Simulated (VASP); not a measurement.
Runs of VASP 6.6.1 on ZnS. The structure is that of space group P6_3mc (No. 186), or close to it. The cells are those of the table. 

```csv
task,cell,cutoff (eV),gap on the mesh (eV),pressure (GPa)
single point,"a = 3.601, b = 3.601, c = 5.955 Å, angles 90.0, 90.0, 120.0°, 4 atoms",520,2.78,15.2
single point,"a = 3.651, b = 3.651, c = 6.019 Å, angles 90.0, 90.0, 120.0°, 4 atoms",520,2.61,(a)
single point,"a = 3.723, b = 3.723, c = 6.120 Å, angles 90.0, 90.0, 120.0°, 4 atoms",520,2.36,(b)
single point,"a = 3.751, b = 3.751, c = 6.160 Å, angles 90.0, 90.0, 120.0°, 4 atoms",520,2.27,2.3
relaxation of cell and atoms,"relaxed to -2 GPa from a = 3.782, b = 3.782, c = 6.209 Å, angles 90.0, 90.0, 120.0°, 4 atoms",600,2.03,-2.0
relaxation of cell and atoms,"relaxed to 2 GPa from a = 3.782, b = 3.782, c = 6.209 Å, angles 90.0, 90.0, 120.0°, 4 atoms",600,(d),2.0
single point,"a = 3.685, b = 3.685, c = 6.065 Å, angles 90.0, 90.0, 120.0°, 4 atoms",520,2.50,7.3
single point,"a = 3.817, b = 3.817, c = 6.258 Å, angles 90.0, 90.0, 120.0°, 4 atoms",520,(c),-1.8
```

Alike in all rows: level PBEsol; potentials or basis VASP PAW PBE potentials, release 64 (Zn, S); no spin polarisation; k mesh 6 × 6 × 4; smearing gaussian 0.01 eV.

**Question.** Estimate the missing entries.

**Answer.** (a) 10.3; (b) 4.3; (c) 2.04; (d) 2.26.

Caveats: the PAW data sets were made with another functional, which shifts forces and pressure a little; the cell is relaxed towards a set pressure, so the enthalpy falls and the energy may rise (some runs).

A k mesh can miss the band edges.
